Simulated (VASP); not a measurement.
A run of VASP 6.6.1:

INCAR

```
SYSTEM = Au
ALGO = Normal
EDIFF = 1E-7
EDIFFG = -0.02
ENCUT = 500
GGA = PS
GGA_COMPAT = .False.
IBRION = 2
ISIF = 3
ISMEAR = 0
LASPH = .True.
LCHARG = .False.
LREAL = .False.
LWAVE = .False.
NELM = 120
NELMIN = 4
NSW = 60
PREC = Accurate
PSTRESS = 150.0
SIGMA = 0.05
```

The input KPOINTS:

```
k-points
0
Gamma
  20 20 20
  0 0 0
```

The input POSCAR:

```
Au
1.0
   -1.6150000000      1.6150000000      1.6150000000
    1.6150000000     -1.6150000000      1.6150000000
    1.6150000000      1.6150000000     -1.6150000000
Au
1
Direct
    0.0000000000      0.0000000000      0.0000000000
```

Potentials or basis: VASP PAW PBE potentials, release 64 (Au).

Command:

```console
$ cat potpaw_PBE.64/Au/POTCAR > POTCAR
$ mpirun -np 1 vasp_std > vasp.out
```

Hardware: 1 thread of Intel Xeon 8259CL, with other jobs on the host.

**Question.** How long does it take, and how much memory?

**Answer.** Wall time 2 min on 1 thread of Intel Xeon 8259CL, with other jobs on the host, peak memory 0.17 GiB. Counts: scf iterations 34, k points 256, ion steps 4.
